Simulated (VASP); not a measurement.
Write the native input for VASP 6.6.1 that does the following.

```
Task                   : single point
Functional             : PBEsol
Potentials or basis    : VASP PAW PBE potentials, release 64 (Ru_pv)
Cutoff                 : 520 eV
k mesh                 : 20 × 20 × 11
Occupations            : fermi-dirac, width 0.1 eV
Spin                   : no spin polarisation
Dipole correction      : no
Further INCAR settings : ALGO = Normal; EDIFF = 1e-07; NBANDS = 21
```

The structure of Ru lies in POSCAR:

```
Ru
1.0
    2.2719395197      0.0000000000      0.0000000000
   -1.1359697598      1.9675573399      0.0000000000
    0.0000000000      0.0000000000      3.6466558770
Ru
2
Direct
    0.3333333333      0.6666666667      0.2500000000
    0.6666666667      0.3333333333      0.7500000000
```

One way to write it, as run:

INCAR

```
PREC     = Accurate       # precision mode
ENCUT    = 520            # plane-wave cutoff, eV
EDIFF    = 1E-7           # SCF threshold, eV
ISMEAR   = -1             # smearing method
SIGMA    = 0.1            # smearing width, eV
LREAL    = False          # projectors in reciprocal space
LASPH    = True           # aspherical terms in the spheres
NELM     = 80             # most SCF steps
ALGO     = Normal         # electronic algorithm
ISIF     = 2              # what is computed and relaxed
LWAVE    = False          # write WAVECAR
LCHARG   = False          # write CHGCAR
GGA      = PS             # functional
NBANDS   = 21             # bands
```

KPOINTS

```
regular mesh
0
Gamma
  20 20 11
```

Potentials or basis: VASP PAW PBE potentials, release 64 (Ru_pv).

Run with:

```sh
$ cat potpaw_PBE.64/Ru_pv/POTCAR > POTCAR
$ mpirun -np 1 vasp_std > vasp.out
```

It gave:

The pressure is 529.5 GPa. The band gap on the k mesh is zero (band 14 reaches 28.28 eV, above the bottom of band 15 at 21.16 eV).

Caveat: the PAW data sets were made with another functional, which shifts forces and pressure a little.

Wall time 2.3 min on 1 thread of AMD EPYC 7R13, with other jobs on the host, peak memory 0.15 GiB.
